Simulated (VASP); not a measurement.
A run of VASP 6.6.1:

Contents of INCAR:

```
PREC     = Accurate       # precision mode
ENCUT    = 520            # plane-wave cutoff, eV
EDIFF    = 1E-6           # SCF threshold, eV
ISMEAR   = 1              # smearing method
SIGMA    = 0.1            # smearing width, eV
LREAL    = False          # projectors in reciprocal space
LASPH    = True           # aspherical terms in the spheres
NELM     = 60             # most SCF steps
ALGO     = Normal         # electronic algorithm
ISIF     = 2              # what is computed and relaxed
LWAVE    = False          # write WAVECAR
LCHARG   = False          # write CHGCAR
GGA      = CA             # functional
NBANDS   = 30             # bands
```

KPOINTS

```
regular mesh
0
Gamma
  11 11 3
```

POSCAR

```
ZnCu3
1.0
    2.5614598400      0.0000000000      0.0000000000
   -1.2807299200      2.2182892900      0.0000000000
    0.0000000000      0.0000000000      8.3975865500
Zn Cu
1 3
Direct
    0.6666666698      0.3333333318      0.0000000000
    0.6666666698      0.3333333318      0.4999999994
    0.3333333324      0.6666666727      0.2540725299
    0.3333333324      0.6666666727      0.7459274701
```

Potentials or basis: VASP PAW LDA potentials, release 64 (Zn, Cu).

Launch:

```console
$ cat potpaw_LDA.64/Zn/POTCAR potpaw_LDA.64/Cu/POTCAR > POTCAR
$ mpirun -np 1 vasp_std > vasp.out
```

Hardware: 1 thread of Intel(R) Xeon(R) Platinum 8259CL CPU @ 2.50GHz (Skylake/Cascade Lake), with other jobs on the host.

Problem. How long does it take, and how much memory?

Solution. Wall time 60 s on 1 thread of Intel(R) Xeon(R) Platinum 8259CL CPU @ 2.50GHz (Skylake/Cascade Lake) (shared host), peak memory 0.17 GiB. Counts: scf iterations 15, k points 32.
